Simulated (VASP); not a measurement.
Write the native input for VASP 6.6.1 that does the following.

```yaml
Task: single point
Functional: PBEsol
Potentials_or_basis: VASP PAW PBE potentials, release 64 (P)
Cutoff: 520 eV
k_mesh: 6 × 6 × 6
Occupations: gaussian, width 0.1 eV
Spin: no spin polarisation
Dipole_correction: no
Further_INCAR_settings: ALGO = Normal; EDIFF = 1e-06; NBANDS = 30
```

The structure of P lies in POSCAR:

```
P
1.0
    3.3174136595      0.0000000000     -4.1971738533
    3.3174136595      0.0000000000      4.1971738533
   -1.6587068297     -5.1453554183      0.0000000000
P
8
Direct
    0.5890783152      0.5162042054      0.2105650412
    0.0890783152      0.0162042054      0.2105650412
    0.0162042054      0.5890783152      0.2105650412
    0.5162042054      0.0890783152      0.2105650412
    0.4109216848      0.4837957946      0.7894349588
    0.9109216848      0.9837957946      0.7894349588
    0.9837957946      0.4109216848      0.7894349588
    0.4837957946      0.9109216848      0.7894349588
```

These files were run (other wordings do the same):

INCAR

```
  PREC = Accurate
  ENCUT = 520
  EDIFF = 1E-6
  ISMEAR = 0
  SIGMA = 0.1
  LREAL = F
  LASPH = T
  NELM = 80
  ALGO = Normal
  ISIF = 2
  LWAVE = F
  LCHARG = F
  GGA = PS
  NBANDS = 30
```

KPOINTS

```
Automatic mesh
0
Gamma
  6 6 6
```

Potentials or basis: VASP PAW PBE potentials, release 64 (P).

The run is started by

```console
$ cat potpaw_PBE.64/P/POTCAR > POTCAR
$ mpirun -np 1 vasp_std > vasp.out
```

Results of the run:

```json
{"Pressure": "-0.1 GPa", "Largest force": "0.032 eV/Å", "Band gap on the k mesh": "zero (bands 20 and 21 overlap by 0.08 eV)"}
```

Caveat: the PAW data sets were made with another functional, which shifts forces and pressure a little; this functional lacks dispersion, which binds layers or chains, so the pressure and a relaxed spacing across them are unreliable.

Wall time 78 s on 1 thread of Intel(R) Xeon(R) 6975P-C (Granite Rapids), with other jobs on the host, peak memory 0.35 GiB.
